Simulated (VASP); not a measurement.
Input of a VASP 6.6.1 run:

The input INCAR:

```
SYSTEM = Sb
ALGO = Normal
EDIFF = 1E-8
ENCUT = 520
GGA = PE
ISIF = 2
ISMEAR = -1
LASPH = .TRUE.
LCHARG = .FALSE.
LEFG = .TRUE.
LREAL = .FALSE.
LWAVE = .FALSE.
NBANDS = 12
NELM = 60
PREC = Accurate
SIGMA = 0.05
```

File KPOINTS:

```
k-points
0
G
  9 9 9
  0 0 0
```

POSCAR

```
Sb
1.0
    2.1506003320      1.2416496806      3.6316800000
   -2.1506003320      1.2416496806      3.6316800000
    0.0000000000     -2.4832993611      3.6316800000
Sb
2
Direct
    0.2336400000      0.2336400000      0.2336400000
    0.7663600000      0.7663600000      0.7663600000
```

Potentials or basis: VASP PAW PBE potentials, release 64 (Sb).

Run with:

```console
$ cat potpaw_PBE.64/Sb/POTCAR > POTCAR
$ mpirun -np 1 vasp_std > vasp.out
```

(1) Predict the largest force.

(2) Predict the band gap on the k mesh.

(3) What does it give for the pressure?

Answers

(1) 0.436 eV/Å.

(2) 0.03 eV, indirect (least direct gap 0.43 eV).

(3) 5.0 GPa.

Caveat: the cell differs from its parent crystal (zz strain of -3 %); without QUAD_EFG the Cq values of the log hold for a quadrupole moment of 1 mb, not for the nuclei; spin-orbit coupling is left out, which moves the levels of the heavy elements.
